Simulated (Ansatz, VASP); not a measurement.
ZnO: VASP beside Ansatz

```
Zn O
1.0
     3.38661    0.00000    0.00000
    -1.69330    2.93289    0.00000
     0.00000    0.00000    7.02348
Zn O
2 2
Direct
  0.00000 0.00000 0.75000
  0.00000 0.00000 0.25000
  0.33333 0.66667 0.25000
  0.66667 0.33333 0.75000
```

Change from the starting cell: strain +0.030 along x and y, -0.015 along z, atoms carried along.

Alike in both runs: task single point; functional LDA; k mesh 9 × 9 × 4; occupations gaussian, width 0.05 eV; no spin polarisation.

|  | VASP | Ansatz |
| --- | --- | --- |
| version | VASP 6.6.1 | Ansatz 0.2.0 |
| potentials or method | VASP PAW LDA potentials, release 64 (Zn, O), cutoff 520 eV | scalar-relativistic, plane waves, PAW |
| valence electrons in the cell | 36 | 36 |

```tsv
	VASP	Ansatz	Ansatz less VASP
gap on the k mesh at the Fermi level (eV)	0.67	0.66	-0.011
least direct gap on the mesh (eV)	0.67	0.66	-0.011
pressure (GPa)	-13.6	-14.1	-0.51
traceless stress, the component that is largest in VASP (GPa)	11.64	12.26	+0.615
```

LDA's correlation is that of Perdew and Zunger in VASP and of Perdew and Wang (1992) in Ansatz.
